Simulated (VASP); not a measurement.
Write the native input for VASP 6.6.1 that does the following.

```
Task                   : single point
Functional             : PBEsol
Potentials or basis    : VASP PAW PBE potentials, release 64 (Zn, O)
Cutoff                 : 520 eV
k mesh                 : 10 × 10 × 10
Occupations            : fermi-dirac, width 0.02 eV
Spin                   : no spin polarisation
Dipole correction      : no
Further INCAR settings : ALGO = Normal; EDIFF = 1e-06; NBANDS = 16
```

The structure of ZnO lies in POSCAR:

```
ZnO
1.0
    0.0000000000      2.1324918211      2.1324918211
    2.1324918211      0.0000000000      2.1324918211
    2.1324918211      2.1324918211      0.0000000000
Zn O
1 1
Direct
    0.0000000000      0.0000000000      0.0000000000
    0.5000000000      0.5000000000      0.5000000000
```

One way to write it, as run:

INCAR

```
SYSTEM = ZnO
PREC = Accurate
ENCUT = 520
EDIFF = 1E-6
ISMEAR = -1
SIGMA = 0.02
LREAL = .False.
LASPH = .True.
NELM = 80
ALGO = Normal
ISIF = 2
LWAVE = .False.
LCHARG = .True.
GGA = PS
LELF = .True.
LVHAR = .True.
NBANDS = 16
```

KPOINTS

```
regular mesh
0
Gamma
  10 10 10
  0 0 0
```

Potentials or basis: VASP PAW PBE potentials, release 64 (Zn, O).

Run with:

```console
$ cat potpaw_PBE.64/Zn/POTCAR potpaw_PBE.64/O/POTCAR > POTCAR
$ mpirun -np 1 vasp_std > vasp.out
```

Results of the run:

The pressure is 1.2 GPa and the band gap on the k mesh is 0.84 eV, indirect (least direct gap 2.27 eV).

Caveat: the PAW data sets were made with another functional, which shifts forces and pressure a little.

Run time: 6.3 s on 1 thread of Intel(R) Xeon(R) 6975P-C (Granite Rapids) (shared host), peak memory 0.14 GiB.
